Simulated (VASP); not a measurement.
A run of VASP 6.6.1 is set up as follows.

File INCAR:

```
SYSTEM = Sr
  PREC = Accurate
  ENCUT = 520
  EDIFF = 1E-6
  ISMEAR = 0
  SIGMA = 0.15
  LREAL = .False.
  LASPH = .True.
  NELM = 100
  ALGO = Normal
  ISIF = 2
  LWAVE = .False.
  LCHARG = .True.
  GGA = PE
  LELF = .True.
  LVHAR = .True.
  NBANDS = 11
```

Contents of KPOINTS:

```
regular mesh
0
Gamma
  14 14 14
  0 0 0
```

The input POSCAR:

```
Sr
1.0
   -2.4856250000      2.3643750000      2.4250000000
    2.4856250000     -2.3643750000      2.4250000000
    2.4856250000      2.3643750000     -2.4250000000
Sr
1
Direct
    0.0000000000      0.0000000000      0.0000000000
```

Potentials or basis: VASP PAW PBE potentials, release 64 (Sr_sv).

The run is started by

```console
$ cat potpaw_PBE.64/Sr_sv/POTCAR > POTCAR
$ mpirun -np 1 vasp_std > vasp.out
```

Task: Predict the pressure.

Result: -0.5 GPa.

Task: What does it give for the band gap on the k mesh?

Result: Zero (band 5 reaches 1.69 eV, above the bottom of band 6 at 1.42 eV).

Caveat: the cell differs from its parent crystal (strain +0.0250 x Voigt [1, -1, 0, 0, 0, 0]).
